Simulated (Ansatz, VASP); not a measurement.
As in VASP and in Ansatz

```xyz
2
Lattice="3.6129 0.3978 0.2542 3.1248 5.0729 -0.3411 1.5578 0.5750 3.2526" Properties=species:S:1:pos:R:3 pbc="T T T"
As    1.5024   -0.1166    0.3537
As    3.0840    1.5643    1.3481
```

Alike in both runs: functional PBE; k mesh 6 × 4 × 6; occupations gaussian, width 0.1 eV; no spin polarisation.

Ansatz relaxed the structure, and its values are those at the end. VASP's run is a single point on that final structure, the one shown.

|  | VASP | Ansatz |
| --- | --- | --- |
| version | VASP 6.6.1 | Ansatz 0.2.0 |
| potentials or method | VASP PAW PBE potentials, release 64 (As_d), cutoff 510 eV | scalar-relativistic, plane waves, PAW |
| valence electrons in the cell | 30 | 30 |

|  | VASP | Ansatz | Ansatz less VASP |
| --- | --- | --- | --- |
| gap on the k mesh at the Fermi level (eV) | none | none | - |
| pressure (GPa) | -0.1 | -0.1 | +0.01 |
| rms of the force components (eV/Å) | 0.021 | 0.011 | -0.0094 |

A gap of «none» marks a metal or a gap that the smearing closes.

The k mesh is coarse, so the values compare programs but aren't converged.
